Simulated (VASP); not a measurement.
**Li2BrF: single point with PBE**

Li2BrF:

```
F Li Br
1.0
     3.49224    0.00000    0.00000
     0.00000    3.49224    0.00000
     0.00000    0.00000    4.74152
F Li Br
1 2 1
Cartesian
  0.0000 0.0000 0.0000
  0.0000 0.0000 2.3708
  1.7461 1.7461 0.0000
  1.7461 1.7461 2.3708
```

This cell differs from its parent crystal: volume changed by -5%.

```yaml
Program: VASP 6.6.1
Task: single point
Functional: PBE
Potentials_or_basis: VASP PAW PBE potentials, release 64 (F, Li_sv, Br)
Cutoff: 520 eV
k_mesh: 4 × 4 × 4
Occupations: gaussian, width 0.01 eV
Spin: no spin polarisation
```

```yaml
Band_gap_on_the_k_mesh: 5.44 eV, direct
```

Levels at points of the mesh, in eV from the valence-band top:
```tsv
k point	band 6	band 7	band 8	band 9	band 10	band 11	band 12	band 13	band 14	band 15
(0.00, 0.00, 0.00)	-1.44	-1.44	-0.61	-0.26	-0.26	5.75	8.22	8.69	12.08	13.39
(0.50, 0.00, 0.00)	-1.96	-1.74	-1.61	-1.03	-0.05	7.65	8.45	8.61	9.53	9.54
(0.50, 0.50, 0.00)	-3.41	-1.50	-1.44	-1.25	-1.25	7.52	9.15	9.15	10.20	10.75
(0.00, 0.00, 0.50)	-1.51	-1.15	-1.15	-0.58	-0.58	8.27	8.60	8.60	9.51	11.54
(0.50, 0.00, 0.50)	-2.76	-1.02	-0.85	-0.51	0.00	5.44	7.56	9.35	9.78	11.33
(0.50, 0.50, 0.50)	-2.99	-1.84	-1.84	-1.41	-1.29	8.03	8.03	8.39	10.63	10.77
```

It took 32 s on 1 thread of Intel Xeon 6975P-C, with other jobs on the host, peak memory 0.17 GiB.

Caveat: the k points lie up to 0.45 Å⁻¹ apart. A k mesh can miss the band edges.
